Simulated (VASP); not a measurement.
# SiC (P1) in VASP: a series of runs

SiC is run at these levels: PBE; tasks: single point.

All numbers are computed with VASP 6.6.1; they aren't measurements. Logs are shortened: lines on timing, memory, paths and dates and some standing lists are left out, and cuts for length are marked.

## 1. The cell of the first run

The typed cell holds 4 atoms: a = 3.076 Å, b = 3.076 Å, c = 5.048 Å, α = 90.00°, β = 90.00°, γ = 120.00°.

## 2. Single point, PBE (atom 3 (C) moved +0.087 Å along Cartesian [1 0 0])

Contents of INCAR:

```
SYSTEM = SiC
PREC = Accurate
ENCUT = 520
EDIFF = 1E-7
ISMEAR = 0
SIGMA = 0.05
LREAL = .False.
LASPH = .True.
NELM = 80
ALGO = Normal
ISIF = 2
LWAVE = .False.
LCHARG = .True.
GGA = PE
LELF = .True.
LVHAR = .True.
NBANDS = 16
```

Contents of KPOINTS:

```
Automatic mesh
0
Gamma
  12 12 6
  0 0 0
```

Contents of POSCAR:

```
SiC
1.0
    3.0759982064      0.0000000000      0.0000000000
   -1.5379991032      2.6638925888      0.0000000000
    0.0000000000      0.0000000000      5.0480000000
Si C
2 2
Direct
    0.3333333333      0.6666666667      0.0000000000
    0.6666666667      0.3333333333      0.5000000000
    0.3617793837      0.6666666667      0.3850000000
    0.6666666667      0.3333333333      0.8850000000
```

Potentials or basis: VASP PAW PBE potentials, release 64 (Si, C).

On the command line:

```bash
$ cat potpaw_PBE.64/Si/POTCAR potpaw_PBE.64/C/POTCAR > POTCAR
$ mpirun -np 1 vasp_std > vasp.out
```

OUTCAR:

```text
SYSTEM = SiC
   PREC = Accurate
   ENCUT = 520
   EDIFF = 1E-7
   ISMEAR = 0
   LREAL = .False.
   LASPH = .True.
   NELM = 80
   ISIF = 2
   GGA = PE

 ion  position               nearest neighbor table
   1  0.333  0.667  0.000-   4 1.87   4 1.87   4 1.87   3 1.95   2 3.09   2 3.09   2 3.09   2 3.09
                             2 3.09   2 3.09
   2  0.667  0.333  0.500-   3 1.80   3 1.87   3 1.94   4 1.94   1 3.09   1 3.09   1 3.09   1 3.09
                             1 3.09   1 3.09
   3  0.362  0.667  0.385-   2 1.80   2 1.87   2 1.94   1 1.95
   4  0.667  0.333  0.885-   1 1.87   1 1.87   1 1.87   2 1.94

  LATTYP: Found a hexagonal cell.
 ALAT       =     3.0759982064
 C/A-ratio  =     1.6410932846

  Lattice vectors:

 A1 = (   3.0759982064,   0.0000000000,   0.0000000000)
 A2 = (  -1.5379991032,   2.6638925888,   0.0000000000)
 A3 = (   0.0000000000,   0.0000000000,   5.0480000000)

Analysis of symmetry for initial positions (statically):
=====================================================================
 Subroutine PRICEL returns:
 Original cell was already a primitive cell.

 Routine SETGRP: Setting up the symmetry group for a
 hexagonal supercell.

 Subroutine GETGRP returns: Found  1 space group operations
 (whereof  1 operations were pure point group operations)
 out of a pool of 24 trial point group operations.

The static configuration has the point symmetry C_1 .

Analysis of symmetry for dynamics (positions and initial velocities):
=====================================================================
 Subroutine PRICEL returns:
 Original cell was already a primitive cell.

 Routine SETGRP: Setting up the symmetry group for a
 hexagonal supercell.

 Subroutine GETGRP returns: Found  1 space group operations
 (whereof  1 operations were pure point group operations)
 out of a pool of 24 trial point group operations.

The dynamic configuration has the point symmetry C_1 .

 Subroutine INISYM returns: Found  1 space group operations
 (whereof  1 operations are pure point group operations),
 and found     1 'primitive' translations

----------------------------------------------------------------------------------------

                                     Primitive cell

  volume of cell :      41.3640

  direct lattice vectors                    reciprocal lattice vectors
     3.075998206  0.000000000  0.000000000     0.325097719  0.187695255  0.000000000
    -1.537999103  2.663892589  0.000000000     0.000000000  0.375390511  0.000000000
     0.000000000  0.000000000  5.048000000     0.000000000  0.000000000  0.198098257

  length of vectors
     3.075998206  3.075998206  5.048000000     0.375390511  0.375390511  0.198098257

  position of ions in fractional coordinates (direct lattice)
     0.333333333  0.666666667  0.000000000
     0.666666667  0.333333333  0.500000000
     0.361779384  0.666666667  0.385000000
     0.666666667  0.333333333  0.885000000

  ion indices of the primitive-cell ions
   primitive index   ion index
                 1           1
                 2           2
                 3           3
                 4           4

----------------------------------------------------------------------------------------

 KPOINTS: Automatic mesh

Automatic generation of k-mesh.
 Grid dimensions read from file:
 generate k-points for:   12   12    6

 Generating k-lattice:

  Cartesian coordinates                     Fractional coordinates (reciprocal lattice)
     0.027091477  0.015641271  0.000000000     0.083333333 -0.000000000  0.000000000
     0.000000000  0.031282543  0.000000000     0.000000000  0.083333333  0.000000000
     0.000000000  0.000000000  0.033016376     0.000000000  0.000000000  0.166666667

  Length of vectors
     0.031282543  0.031282543  0.033016376

  Shift w.r.t. Gamma in fractional coordinates (k-lattice)
     0.000000000  0.000000000  0.000000000

 Subroutine IBZKPT returns following result:
 ===========================================

 Found    436 irreducible k-points:

 Following reciprocal coordinates:
            Coordinates               Weight
  0.000000  0.000000  0.000000      1.000000
  0.083333 -0.000000  0.000000      2.000000
  0.000000  0.083333  0.000000      2.000000
 -0.083333  0.083333  0.000000      2.000000
  0.166667 -0.000000  0.000000      2.000000
  0.000000  0.166667  0.000000      2.000000
[... 16 lines left out ...]
  0.166667  0.083333  0.000000      2.000000
 -0.083333  0.250000  0.000000      2.000000
 [... further k-points ...]
   k-points           NKPTS =    436   k-points in BZ     NKDIM =    436   number of bands    NBANDS=     16
   number of dos      NEDOS =    301   number of ions     NIONS =      4
   total plane-waves  NPLWV =  23040
   dimension x,y,z NGX =    24 NGY =   24 NGZ =   40
   dimension x,y,z NGXF=    48 NGYF=   48 NGZF=   80
   ions per type =               2   2
   NGX,Y,Z   is equivalent  to a cutoff of  12.97, 12.97, 13.17 a.u.
   NGXF,Y,Z  is equivalent  to a cutoff of  25.94, 25.94, 26.35 a.u.
 SYSTEM =  SiC
   PREC   = accura    normal or accurate (medium, high low for compatibility)
   ISTART =      0    job   : 0-new  1-cont  2-samecut
   ICHARG =      2    charge: 1-file 2-atom 10-const
   ISPIN  =      1    spin polarized calculation?
   LNONCOLLINEAR =      F non collinear calculations
   LSORBIT =      F    spin-orbit coupling
   LASPH  =      T    aspherical Exc in radial PAW
   ENCUT  =  520.0 eV  38.22 Ry    6.18 a.u.   5.72  5.72  9.39*2*pi/ulx,y,z
   NELM   =     80;   NELMIN=  2; NELMDL= -5     # of ELM steps
   EDIFF  = 0.1E-06   stopping-criterion for ELM
   LREAL  =      F    real-space projection
   EDIFFG = 0.1E-05   stopping-criterion for IOM
   NSW    =      0    number of steps for IOM
   IBRION =     -1    ionic relax: 0-MD 1-quasi-New 2-CG
   NFREE  =      0    steps in history (QN), initial steepest desc. (CG)
   ISIF   =      2    stress and relaxation
   ISYM   =      2    0-nonsym 1-usesym 2-fastsym
   POTIM  = 0.5000    time-step for ionic-motion
   TEBEG  =    0.0;   TEEND  =   0.0 temperature during run
   PSTRESS=    0.0 pullay stress
   NELECT =      16.0000    total number of electrons
   NUPDOWN=      -1.0000    fix difference up-down
   EMIN   =  10.00;   EMAX   =-10.00  energy-range for DOS
   EFERMI =   0.00;   METHOD = LEGACY
   ISMEAR =     0;   SIGMA  =   0.05  broadening in eV -4-tet -1-fermi 0-gaus
   EFERMI_NEDOS =   21; number of points for ismear=-14 and -15
   IALGO  =     38    algorithm
   IMIX   =      4    mixing-type and parameters
     AMIX     =   0.40;   BMIX     =  1.00
     AMIX_MAG =   1.60;   BMIX_MAG =  1.00
  volume/ion in A,a.u.               =      10.34        69.78
  Fermi-wavevector in a.u.,A,eV,Ry     =   1.192818  2.254099 19.358564  1.422814
  Thomas-Fermi vector in A             =   2.328847
   LORBIT       =      0    0 simple, 1 ext, 2 COOP (PROOUT), +10 PAW based schemes
   GGA     = PE    functional components
   LHFCALC =     F    Hartree Fock is set to
   AEXX    =    0.0000 exact exchange contribution
   IVDW    =     0    specifies the selected vdW correction
   LEPSILON=     F    determine dielectric tensor
   LRPA    =     F    only Hartree local field effects (RPA)
 non-spin polarized calculation
 Gauss-broadening in eV      SIGMA  =   0.05
  energy-cutoff  :      520.00
  volume of cell :       41.36
 maximum number of plane-waves:      1132
   NGX = 11   NGY = 11   NGZ = 19

 number of electron      16.0000001 magnetization

 Free energy of the ion-electron system (eV)
  ---------------------------------------------------
  ext. energy  EPLUGINS =         0.00000000
  ---------------------------------------------------
  free energy    TOTEN  =       -29.98539390 eV

  energy without entropy =      -29.98539390  energy(sigma->0) =      -29.98539390

 E-fermi :   8.7033     XC(G=0): -11.3486

 val. band max:        8.4603145075   @ k =   0.0000   0.0000   0.0000
 cond. band min:      10.7224766935   @ k =   0.3333   0.3333   0.0000
 fundamental gap:      2.2621621861
 Fermi energy:         8.7033417252

 k-point     1 :       0.0000    0.0000    0.0000
  band No.  band energies     occupation
      1      -7.3184      2.00000
      2      -3.8190      2.00000
      3      -0.2841      2.00000
      4       6.6277      2.00000
      5       7.0349      2.00000
      6       8.0249      2.00000
[... 8 lines left out ...]
     15      17.4338      0.00000
     16      19.3726      0.00000

 k-point     2 :       0.0833   -0.0000    0.0000
  band No.  band energies     occupation
      1      -7.1982      2.00000
      2      -3.7153      2.00000
      3      -0.1726      2.00000
      4       6.2633      2.00000
      5       6.5081      2.00000
      6       7.7595      2.00000
[... 8 lines left out ...]
     15      17.6753      0.00000
     16      18.5913      0.00000

 k-point     3 :       0.0000    0.0833    0.0000
  band No.  band energies     occupation
      1      -7.1977      2.00000
      2      -3.7153      2.00000
      3      -0.1719      2.00000
      4       6.0924      2.00000
      5       6.6910      2.00000
      6       7.6691      2.00000
[... 8 lines left out ...]
     15      17.5569      0.00000
     16      18.6852      0.00000

 k-point     4 :      -0.0833    0.0833    0.0000
  band No.  band energies     occupation
      1      -7.1973      2.00000
      2      -3.7154      2.00000
      3      -0.1713      2.00000
      4       6.0035      2.00000
      5       6.7929      2.00000
      6       7.5825      2.00000
[... 8 lines left out ...]
     15      17.2982      0.00000
     16      18.6922      0.00000
[... 324 lines left out ...]
 k-point    22 :      -0.1667    0.0833    0.0000
  band No.  band energies     occupation
      1      -6.9581      2.00000
      2      -3.5122      2.00000
      3       0.0482      2.00000
      4       5.1969      2.00000
      5       6.0836      2.00000
      6       7.0823      2.00000
[... 8 lines left out ...]
     15      17.9725      0.00000
     16      18.2931      0.00000

 k-point    23 :       0.1667    0.0833    0.0000
  band No.  band energies     occupation
      1      -6.4901      2.00000
      2      -3.1247      2.00000
      3       0.4600      2.00000
      4       3.9282      2.00000
      5       5.1364      2.00000
      6       6.1943      2.00000
[... 8 lines left out ...]
     15      18.0686      0.00000
     16      18.9395      0.00000

 k-point    24 :      -0.0833    0.2500    0.0000
  band No.  band energies     occupation
      1      -6.4827      2.00000
      2      -3.1267      2.00000
      3       0.4675      2.00000
      4       3.7268      2.00000
      5       5.2958      2.00000
      6       6.0849      2.00000
[... 8 lines left out ...]
     15      17.7783      0.00000
     16      18.8009      0.00000

 [... further k-points ...]

------------------------ aborting loop because EDIFF is reached ----------------------------------------

  FORCE on cell =-STRESS in cart. coord.  units (eV):
  Direction    XX          YY          ZZ          XY          YZ          ZX
  --------------------------------------------------------------------------------------
  -------------------------------------------------------------------------------------
  Total        1.6191198      1.4743720      0.1434134     -0.9868528     -0.1185827      0.5080772
  in kB       62.7144230     57.1078124      5.5549266    -38.2244141     -4.5931425     19.6796867
  external PRESSURE =      41.7923873 kB  Pullay stress =       0.0000000 kB

 VOLUME and BASIS-vectors are now :
 -----------------------------------------------------------------------------
  energy-cutoff  :      520.00
  volume of cell :       41.36
      direct lattice vectors                 reciprocal lattice vectors
     3.075998206  0.000000000  0.000000000     0.325097719  0.187695255  0.000000000
    -1.537999103  2.663892589  0.000000000     0.000000000  0.375390511  0.000000000
     0.000000000  0.000000000  5.048000000     0.000000000  0.000000000  0.198098257

 POSITION                                       TOTAL-FORCE (eV/Angst)
 -----------------------------------------------------------------------------------
     -0.00000      1.77593      0.00000         0.192623     -0.002582      0.766853
      1.53800      0.88796      2.52400         1.675855     -0.235514      0.891146
      0.08750      1.77593      1.94348        -1.879342      0.242072     -0.903132
      1.53800      0.88796      4.46748         0.010865     -0.003976     -0.754866
 -----------------------------------------------------------------------------------
    total drift:                               -0.000050      0.000008     -0.000247

  FREE ENERGIE OF THE ION-ELECTRON SYSTEM (eV)
  ---------------------------------------------------
  free  energy   TOTEN  =       -29.9853938956 eV

  energy  without entropy=      -29.9853938956  energy(sigma->0) =      -29.98539390
```

Wall time 80 s (1 thread of Intel Xeon 6975P-C (Granite Rapids), shared host); peak memory 0.34 GiB.

Results:

* Free energy: -29.9854 eV
* Pressure: 4.2 GPa
* Largest force: 2.099 eV/Å
* Band gap on the k mesh: 2.26 eV, indirect (least direct gap 4.00 eV)

Forces on the atoms (eV/Å):
```
Si   0.193 -0.003  0.767
Si   1.676 -0.236  0.891
C   -1.879  0.242 -0.903
C    0.011 -0.004 -0.755
```

Levels at points of the mesh, in eV from the valence-band top:
| k point | band 5 | band 6 | band 7 | band 8 | band 9 | band 10 | band 11 | band 12 |
| --- | --- | --- | --- | --- | --- | --- | --- | --- |
| (0.00, 0.00, 0.00) | -1.43 | -0.44 | -0.24 | 0.00 | 4.56 | 5.96 | 6.44 | 6.47 |
| (0.50, 0.00, 0.00) | -5.58 | -3.68 | -3.11 | -1.64 | 2.51 | 3.86 | 6.53 | 7.15 |
| (0.00, 0.50, 0.00) | -5.49 | -3.58 | -3.30 | -1.54 | 2.53 | 4.13 | 6.63 | 7.13 |
| (0.50, 0.50, 0.00) | -5.37 | -3.54 | -3.48 | -1.44 | 2.56 | 4.41 | 6.84 | 7.15 |
| (0.00, 0.00, 0.50) | -1.36 | -1.02 | -1.02 | -0.67 | 5.62 | 5.66 | 6.78 | 7.09 |
| (0.50, 0.00, 0.50) | -2.94 | -2.75 | -2.46 | -2.42 | 3.15 | 3.18 | 4.86 | 5.02 |
| (0.00, 0.50, 0.50) | -2.82 | -2.74 | -2.39 | -2.29 | 3.08 | 3.11 | 4.90 | 4.94 |
| (0.50, 0.50, 0.50) | -2.75 | -2.59 | -2.36 | -2.28 | 3.04 | 3.07 | 4.85 | 5.02 |

Caveat: the cell differs from its parent crystal (atom 3 (C) moved +0.087 Å along Cartesian [1 0 0]); forces of over 1 eV/Å act on the atoms, so gaps and moduli don't describe the material at rest. A k mesh can miss the band edges.

[end of part 1 of 2]
